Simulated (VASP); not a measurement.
# NbN in VASP: further runs

The runs below take NbN through single point, with LDA.

Program: VASP 6.6.1. These are calculated values, not measurements. Logs are shortened: lines on timing, memory, paths and dates and some standing lists are left out, and cuts for length are marked.

## 1. The cell of the first run

The cell holds a slab with vacuum, 6 atoms: a = 3.080 Å, b = 3.080 Å, c = 20.356 Å, α = 90.00°, β = 90.00°, γ = 90.00°.

## 2. Single point, LDA

File INCAR:

```
SYSTEM = NbN
  PREC = Accurate
  ENCUT = 520
  EDIFF = 1E-6
  ISMEAR = -1
  SIGMA = 0.05
  LREAL = .FALSE.
  LASPH = .TRUE.
  NELM = 120
  ALGO = Normal
  ISIF = 2
  LWAVE = .FALSE.
  LCHARG = .TRUE.
  LDIPOL = .TRUE.
  IDIPOL = 3
  DIPOL = 0.5 0.5 0.500
  LELF = .TRUE.
  LVHAR = .TRUE.
  LVACPOTAV = .TRUE.
  NBANDS = 36
  GGA_COMPAT = .FALSE.
  NELMDL = -8
```

File KPOINTS:

```
regular mesh
0
G
  11 11 1
  0 0 0
```

File POSCAR:

```
NbN
1.0
    3.0798703058      0.0000000000      0.0000000000
    0.0000000000      3.0798703058      0.0000000000
    0.0000000000      0.0000000000     20.3556000000
Nb N
3 3
Direct
    0.2500000000      0.2500000000      0.3930123809
    0.7500000000      0.7500000000      0.5000000000
    0.2500000000      0.2500000000      0.6069876191
    0.7500000000      0.7500000000      0.3930123809
    0.2500000000      0.2500000000      0.5000000000
    0.7500000000      0.7500000000      0.6069876191
```

Potentials or basis: VASP PAW LDA potentials, release 64 (Nb_sv, N).

Run with:

```
$ cat potpaw_LDA.64/Nb_sv/POTCAR potpaw_LDA.64/N/POTCAR > POTCAR
$ mpirun -np 1 vasp_std > vasp.out
```

OUTCAR:

```text
SYSTEM = NbN
   PREC = Accurate
   ENCUT = 520
   EDIFF = 1E-6
   ISMEAR = -1
   LREAL = .FALSE.
   LASPH = .TRUE.
   NELM = 120
   ISIF = 2
   NELMDL = -8

 ion  position               nearest neighbor table
   1  0.250  0.250  0.393-   4 2.18   4 2.18   4 2.18   4 2.18   5 2.18
   2  0.750  0.750  0.500-   5 2.18   5 2.18   5 2.18   5 2.18   6 2.18   4 2.18
   3  0.250  0.250  0.607-   6 2.18   6 2.18   6 2.18   6 2.18   5 2.18
   4  0.750  0.750  0.393-   1 2.18   1 2.18   1 2.18   1 2.18   2 2.18
   5  0.250  0.250  0.500-   2 2.18   2 2.18   2 2.18   2 2.18   3 2.18   1 2.18
   6  0.750  0.750  0.607-   3 2.18   3 2.18   3 2.18   3 2.18   2 2.18

  LATTYP: Found a simple tetragonal cell.
 ALAT       =     3.0798703058
 C/A-ratio  =     6.6092393442

  Lattice vectors:

 A1 = (   3.0798703058,   0.0000000000,   0.0000000000)
 A2 = (   0.0000000000,   3.0798703058,   0.0000000000)
 A3 = (   0.0000000000,   0.0000000000,  20.3556000000)

Analysis of symmetry for initial positions (statically):
=====================================================================
 Subroutine PRICEL returns:
 Original cell was already a primitive cell.

 Routine SETGRP: Setting up the symmetry group for a
 simple tetragonal supercell.

 Subroutine GETGRP returns: Found 16 space group operations
 (whereof  4 operations were pure point group operations)
 out of a pool of 16 trial point group operations.

The static configuration has the point symmetry C_2v.
 The point group associated with its full space group is D_4h.

Analysis of symmetry for dynamics (positions and initial velocities):
=====================================================================
 Subroutine PRICEL returns:
 Original cell was already a primitive cell.

 Routine SETGRP: Setting up the symmetry group for a
 simple tetragonal supercell.

 Subroutine GETGRP returns: Found 16 space group operations
 (whereof  4 operations were pure point group operations)
 out of a pool of 16 trial point group operations.

The dynamic configuration has the point symmetry C_2v.
 The point group associated with its full space group is D_4h.

 Subroutine INISYM returns: Found 16 space group operations
 (whereof  4 operations are pure point group operations),
 and found     1 'primitive' translations

----------------------------------------------------------------------------------------

                                     Primitive cell

  volume of cell :     193.0851

[... 100 lines left out ...]
   POTIM  = 0.5000    time-step for ionic-motion
   TEBEG  =    0.0;   TEEND  =   0.0 temperature during run
   PSTRESS=    0.0 pullay stress
   NELECT =      54.0000    total number of electrons
   NUPDOWN=      -1.0000    fix difference up-down
   EMIN   =  10.00;   EMAX   =-10.00  energy-range for DOS
   EFERMI =   0.00;   METHOD = LEGACY
   ISMEAR =    -1;   SIGMA  =   0.05  broadening in eV -4-tet -1-fermi 0-gaus
   EFERMI_NEDOS =   21; number of points for ismear=-14 and -15
   IALGO  =     38    algorithm
   IMIX   =      4    mixing-type and parameters
     AMIX     =   0.40;   BMIX     =  1.00
     AMIX_MAG =   1.60;   BMIX_MAG =  1.00
  volume/ion in A,a.u.               =      32.18       217.17
  Fermi-wavevector in a.u.,A,eV,Ry     =   1.070590  2.023122 15.594492  1.146163
  Thomas-Fermi vector in A             =   2.206305
   LORBIT       =      0    0 simple, 1 ext, 2 COOP (PROOUT), +10 PAW based schemes
   GGA     = CA    functional components
   LHFCALC =     F    Hartree Fock is set to
   AEXX    =    0.0000 exact exchange contribution
   IVDW    =     0    specifies the selected vdW correction
   LEPSILON=     F    determine dielectric tensor
   LRPA    =     F    only Hartree local field effects (RPA)
 non-spin polarized calculation
  energy-cutoff  :      520.00
  volume of cell :      193.09
 maximum number of plane-waves:      5236
 NGX is ok and might be reduce to    24
   NGX = 11   NGY = 11   NGZ = 75

 dipolmoment           0.000000      0.000000      0.000000 electrons x Angstroem

 number of electron      53.9999987 magnetization

 dipolmoment           0.000000      0.000000     -0.000000 electrons x Angstroem

 Free energy of the ion-electron system (eV)
  ---------------------------------------------------
  ext. energy  EPLUGINS =         0.00000000
  ---------------------------------------------------
  free energy    TOTEN  =       -66.13195246 eV

  energy without entropy =      -66.10912204  energy(sigma->0) =      -66.12053725

 E-fermi :   2.0166     XC(G=0):  -5.5694

 val. band max:        1.9290162201   @ k =   0.2727   0.2727   0.0000
 cond. band min:       2.0557877805   @ k =   0.2727   0.1818   0.0000
 fundamental gap:      0.1267715604
 Fermi energy:         2.0166106002

 k-point     1 :       0.0000    0.0000    0.0000
  band No.  band energies     occupation
      1     -53.8830      2.00000
      2     -53.8179      2.00000
      3     -53.7357      2.00000
      4     -30.5017      2.00000
      5     -30.1955      2.00000
      6     -30.0135      2.00000
[... 808 lines left out ...]
     35       5.2181      0.00000
     36       5.4854      0.00000

------------------------ aborting loop because EDIFF is reached ----------------------------------------

  FORCE on cell =-STRESS in cart. coord.  units (eV):
  Direction    XX          YY          ZZ          XY          YZ          ZX
  --------------------------------------------------------------------------------------
  -------------------------------------------------------------------------------------
  Total       -8.2545020     -8.2545020     -1.2568295     -0.0000000      0.0000000     -0.0000000
  in kB      -68.4940260    -68.4940260    -10.4288921     -0.0000000      0.0000000     -0.0000000
  external PRESSURE =     -49.1389814 kB  Pullay stress =       0.0000000 kB

 VOLUME and BASIS-vectors are now :
 -----------------------------------------------------------------------------
  energy-cutoff  :      520.00
  volume of cell :      193.09
      direct lattice vectors                 reciprocal lattice vectors
     3.079870306  0.000000000  0.000000000     0.324688997  0.000000000  0.000000000
     0.000000000  3.079870306  0.000000000     0.000000000  0.324688997  0.000000000
     0.000000000  0.000000000 20.355600000     0.000000000  0.000000000  0.049126530

 POSITION                                       TOTAL-FORCE (eV/Angst)
 -----------------------------------------------------------------------------------
      0.76997      0.76997      8.00000        -0.000000     -0.000000      1.788996
      2.30990      2.30990     10.17780         0.000000      0.000000      0.000000
      0.76997      0.76997     12.35560         0.000000     -0.000000     -1.788996
      2.30990      2.30990      8.00000         0.000000     -0.000000     -1.516425
      0.76997      0.76997     10.17780         0.000000      0.000000      0.000000
      2.30990      2.30990     12.35560        -0.000000      0.000000      1.516425
 -----------------------------------------------------------------------------------
    total drift:                                0.000000     -0.000000     -0.000000

  FREE ENERGIE OF THE ION-ELECTRON SYSTEM (eV)
  ---------------------------------------------------
  free  energy   TOTEN  =       -66.1319524595 eV

  energy  without entropy=      -66.1091220354  energy(sigma->0) =      -66.12053725

 vacuum level on the upper side and lower side of the slab         5.792         5.792
```

OSZICAR:

```text
N       E                     dE             d eps       ncg     rms          rms(c)
DAV:   1     0.648254397047E+03    0.64825E+03   -0.28872E+04  1720   0.137E+03
DAV:   2    -0.702143458962E+01   -0.65528E+03   -0.63487E+03  2144   0.594E+02
DAV:   3    -0.738881607236E+02   -0.66867E+02   -0.66029E+02  2624   0.148E+02
[... 19 lines left out ...]
DAV:  23    -0.661319283764E+02   -0.33303E-04   -0.27376E-06  1288   0.651E-03    0.235E-03
DAV:  24    -0.661319415913E+02   -0.13215E-04   -0.13240E-06  1312   0.315E-03    0.655E-04
DAV:  25    -0.661319496274E+02   -0.80360E-05   -0.59151E-07  1240   0.272E-03    0.407E-04
DAV:  26    -0.661319522712E+02   -0.26438E-05   -0.22536E-07  1144   0.176E-03    0.240E-04
DAV:  27    -0.661319524595E+02   -0.18832E-06   -0.34539E-08  1088   0.114E-03
   1 F= -.66131952E+02 E0= -.66120537E+02  d E =-.228304E-01
```

stdout:

```text
POSCAR found type information on POSCAR NbN
 POSCAR found :  2 types and       6 ions
 scaLAPACK will be used
 LDA part: xc-table for (Slater(with rela. corr.)+CA(PZ))
 , standard interpolation
 POSCAR, INCAR and KPOINTS ok, starting setup
 FFT: planning ... GRIDC
 FFT: planning ... GRID_SOFT
 FFT: planning ... GRID
 WAVECAR not read
 entering main loop
 -----------------------------------------------------------------------------
|                                                                             |
|           W    W    AA    RRRRR   N    N  II  N    N   GGGG   !!!           |
|           W    W   A  A   R    R  NN   N  II  NN   N  G    G  !!!           |
|           W    W  A    A  R    R  N N  N  II  N N  N  G       !!!           |
|           W WW W  AAAAAA  RRRRR   N  N N  II  N  N N  G  GGG   !            |
|           WW  WW  A    A  R   R   N   NN  II  N   NN  G    G                |
|           W    W  A    A  R    R  N    N  II  N    N   GGGG   !!!           |
|                                                                             |
|     Did not find any points to average over, which means that no vacuum     |
|     field-free region was found. Please increase the size of  your cell     |
|     in the dimension of the dipole correction to obtain accurate            |
|     workfunction values.                                                    |
|                                                                             |
 -----------------------------------------------------------------------------
```

Run time: 7.4 min. Hardware: 1 thread of Intel Xeon 8259CL, shared host; peak memory 0.3 GiB.

What came out:

* Free energy: -66.1320 eV
* Largest force: 1.789 eV/Å
* Band gap on the k mesh: zero (bands 27 and 28 overlap by 1.54 eV)

Forces on the atoms (eV/Å):
```
Nb   0.000  0.000  1.789
Nb   0.000  0.000  0.000
Nb   0.000  0.000 -1.789
N    0.000  0.000 -1.516
N    0.000  0.000  0.000
N    0.000  0.000  1.516
```

## 3. Single point, LDA

File INCAR:

```
ALGO = Normal
DIPOL = 0.5 0.5 0.500
EDIFF = 1E-6
ENCUT = 520
GGA_COMPAT = F
IDIPOL = 3
ISIF = 2
ISMEAR = -1
LASPH = T
LCHARG = F
LDIPOL = T
LREAL = F
LWAVE = F
NBANDS = 36
NELM = 120
NELMDL = -8
PREC = Accurate
SIGMA = 0.05
```

File KPOINTS:

```
k-points
0
Gamma
  11 11 1
```

File POSCAR:

```
NbN
1.0
    3.0798703058      0.0000000000      0.0000000000
    0.0000000000      3.0798703058      0.0000000000
    0.0000000000      0.0000000000     20.3556000000
Nb N
3 3
Direct
    0.2500000000      0.2500000000      0.3987011679
    0.7500000000      0.7500000000      0.5000000027
    0.2500000000      0.2500000000      0.6012988297
    0.7500000000      0.7500000000      0.3880374098
    0.2500000000      0.2500000000      0.4999999972
    0.7500000000      0.7500000000      0.6119625927
```

Potentials or basis: VASP PAW LDA potentials, release 64 (Nb_sv, N).

Run with:

```
$ cat potpaw_LDA.64/Nb_sv/POTCAR potpaw_LDA.64/N/POTCAR > POTCAR
$ mpirun -np 1 vasp_std > vasp.out
```

Run time: 7.7 min. Hardware: 1 thread of Intel Xeon 8259CL, shared host; peak memory 0.3 GiB.

The run converged. Its results:

```
Free energy            : -66.4870 eV
Largest force          : 0.009 eV/Å
Band gap on the k mesh : zero (bands 27 and 28 overlap by 2.15 eV)
```

Forces on the atoms (eV/Å):
```
Nb   0.000  0.000 -0.004
Nb   0.000  0.000  0.000
Nb   0.000  0.000  0.004
N    0.000  0.000 -0.009
N    0.000  0.000  0.000
N    0.000  0.000  0.009
```

Levels at points of the mesh, in eV from the Fermi level:
```csv
k point,band 24,band 25,band 26,band 27,band 28,band 29,band 30,band 31
"(0.00, 0.00, 0.00)",-3.13,-2.84,-2.84,-2.18,-1.31,-1.31,-0.49,0.06
```

## 4. Single point, LDA

File INCAR:

```
PREC     = Accurate       # precision mode
ENCUT    = 520            # plane-wave cutoff, eV
EDIFF    = 1E-6           # SCF threshold, eV
ISMEAR   = -1             # smearing method
SIGMA    = 0.05           # smearing width, eV
LREAL    = F              # projectors in reciprocal space
LASPH    = T              # aspherical terms in the spheres
NELM     = 120            # most SCF steps
ALGO     = Normal         # electronic algorithm
ISIF     = 2              # what is computed and relaxed
LWAVE    = F              # write WAVECAR
LCHARG   = F              # write CHGCAR
LDIPOL   = T            
IDIPOL   = 3            
DIPOL    = 0.5 0.5 0.500
NBANDS   = 36             # bands
GGA_COMPAT= F            
NELMDL   = -8
```

File KPOINTS:

```
regular mesh
0
Gamma
  11 11 1
```

POSCAR: that of step 3 with these lines changed.

```diff
@@ -9,3 +9,3 @@
     0.2500000000      0.2500000000      0.3987011679
-    0.7500000000      0.7500000000      0.5000000027
+    0.7500000000      0.7500000000      0.5000000026
     0.2500000000      0.2500000000      0.6012988297
```

Run with:

```
$ cat potpaw_LDA.64/Nb_sv/POTCAR potpaw_LDA.64/N/POTCAR > POTCAR
$ mpirun -np 1 vasp_std > vasp.out
```

It took 7.3 min on 1 thread of Intel Xeon 8259CL, shared host; peak memory 0.3 GiB.

It converged, with:

```yaml
Free_energy: -66.4870 eV
Largest_force: 0.009 eV/Å
Band_gap_on_the_k_mesh: zero (bands 27 and 28 overlap by 2.15 eV)
```

Forces in eV/Å, atoms in the order of the input:
```
Nb   0.000  0.000 -0.004
Nb   0.000  0.000  0.000
Nb   0.000  0.000  0.004
N    0.000  0.000 -0.009
N    0.000  0.000  0.000
N    0.000  0.000  0.009
```

Levels at points of the mesh, in eV from the Fermi level:
```csv
k point,band 23,band 24,band 25,band 26,band 27,band 28,band 29,band 30,band 31,band 32
"(0.00, 0.00, 0.00)",-3.13,-3.13,-2.84,-2.84,-2.18,-1.31,-1.31,-0.49,0.06,1.01
```

## 5. Single point, LDA

File INCAR:

```
ALGO     = Normal         # electronic algorithm
DIPOL    = 0.5 0.5 0.500
EDIFF    = 1E-6           # SCF threshold, eV
ENCUT    = 520            # plane-wave cutoff, eV
GGA      = CA             # functional
GGA_COMPAT= F            
IDIPOL   = 3            
ISIF     = 2              # what is computed and relaxed
ISMEAR   = -1             # smearing method
LASPH    = T              # aspherical terms in the spheres
LCHARG   = F              # write CHGCAR
LDIPOL   = T            
LREAL    = F              # projectors in reciprocal space
LWAVE    = F              # write WAVECAR
NBANDS   = 36             # bands
NELM     = 120            # most SCF steps
NELMDL   = -8           
PREC     = Accurate       # precision mode
SIGMA    = 0.05           # smearing width, eV
```

File KPOINTS:

```
k-points
0
Gamma
  11 11 1
```

POSCAR is that of step 4.

Potentials or basis: VASP PAW LDA potentials, release 64 (Nb_sv, N).

Run with:

```
$ cat potpaw_LDA.64/Nb_sv/POTCAR potpaw_LDA.64/N/POTCAR > POTCAR
$ mpirun -np 1 vasp_std > vasp.out
```

OUTCAR:

```text
EDIFF = 1E-6
   ENCUT = 520
   GGA = CA
   ISIF = 2
   ISMEAR = -1
   LASPH = T
   LREAL = F
   NELM = 120
   NELMDL = -8
   PREC = Accurate

 ion  position               nearest neighbor table
   1  0.250  0.250  0.399-   5 2.06   4 2.19   4 2.19   4 2.19   4 2.19   2 3.00   2 3.00   2 3.00
                             2 3.00
   2  0.750  0.750  0.500-   5 2.18   5 2.18   5 2.18   5 2.18   6 2.28   4 2.28   3 3.00   3 3.00
                             3 3.00   3 3.00   1 3.00   1 3.00   1 3.00   1 3.00
   3  0.250  0.250  0.601-   5 2.06   6 2.19   6 2.19   6 2.19   6 2.19   2 3.00   2 3.00   2 3.00
                             2 3.00
   4  0.750  0.750  0.388-   1 2.19   1 2.19   1 2.19   1 2.19   2 2.28
[... 1032 lines left out ...]
  in kB      -59.0352144    -59.0352144     -0.0875928      0.0000000      0.0000000      0.0000000
  external PRESSURE =     -39.3860072 kB  Pullay stress =       0.0000000 kB

 VOLUME and BASIS-vectors are now :
 -----------------------------------------------------------------------------
  energy-cutoff  :      520.00
  volume of cell :      193.09
      direct lattice vectors                 reciprocal lattice vectors
     3.079870306  0.000000000  0.000000000     0.324688997  0.000000000  0.000000000
     0.000000000  3.079870306  0.000000000     0.000000000  0.324688997  0.000000000
     0.000000000  0.000000000 20.355600000     0.000000000  0.000000000  0.049126530

 POSITION                                       TOTAL-FORCE (eV/Angst)
 -----------------------------------------------------------------------------------
      0.76997      0.76997      8.11580         0.000000      0.000000     -0.003956
      2.30990      2.30990     10.17780        -0.000000     -0.000000      0.000000
      0.76997      0.76997     12.23980         0.000000      0.000000      0.003956
      2.30990      2.30990      7.89873         0.000000      0.000000     -0.009195
      0.76997      0.76997     10.17780         0.000000      0.000000      0.000000
      2.30990      2.30990     12.45687         0.000000      0.000000      0.009195
 -----------------------------------------------------------------------------------
    total drift:                                0.000000      0.000000     -0.000015

  FREE ENERGIE OF THE ION-ELECTRON SYSTEM (eV)
  ---------------------------------------------------
  free  energy   TOTEN  =       -66.4869844210 eV

  energy  without entropy=      -66.4466177193  energy(sigma->0) =      -66.46680107

 vacuum level on the upper side and lower side of the slab         5.584         5.584
```

OSZICAR:

```text
N       E                     dE             d eps       ncg     rms          rms(c)
DAV:   1     0.650391613836E+03    0.65039E+03   -0.28952E+04  1736   0.137E+03
DAV:   2    -0.835421713681E+01   -0.65875E+03   -0.63848E+03  2172   0.596E+02
DAV:   3    -0.737766203387E+02   -0.65422E+02   -0.64633E+02  2584   0.148E+02
[... 19 lines left out ...]
DAV:  23    -0.664869574857E+02   -0.42504E-04   -0.33579E-06  1392   0.449E-03    0.130E-03
DAV:  24    -0.664869716829E+02   -0.14197E-04   -0.13615E-06  1392   0.357E-03    0.681E-04
DAV:  25    -0.664869824456E+02   -0.10763E-04   -0.99839E-07  1264   0.265E-03    0.597E-04
DAV:  26    -0.664869839599E+02   -0.15143E-05   -0.21887E-07  1240   0.229E-03    0.171E-04
DAV:  27    -0.664869844210E+02   -0.46114E-06   -0.45019E-08  1024   0.134E-03
   1 F= -.66486984E+02 E0= -.66466801E+02  d E =-.403667E-01
```

Run time: 6.8 min. Hardware: 1 thread of Intel Xeon 8259CL, shared host; peak memory 0.3 GiB.

What came out:

```yaml
Free_energy: -66.4870 eV
Largest_force: 0.009 eV/Å
Band_gap_on_the_k_mesh: zero (bands 27 and 28 overlap by 2.15 eV)
```

Forces on the atoms (eV/Å):
```
Nb   0.000  0.000 -0.004
Nb   0.000  0.000  0.000
Nb   0.000  0.000  0.004
N    0.000  0.000 -0.009
N    0.000  0.000  0.000
N    0.000  0.000  0.009
```

Levels at points of the mesh, in eV from the Fermi level:
```
           k point  band 23  band 24  band 25  band 26  band 27  band 28  band 29  band 30  band 31  band 32
(0.00, 0.00, 0.00)    -3.13    -3.13    -2.84    -2.84    -2.18    -1.31    -1.31    -0.49     0.06     1.01
```
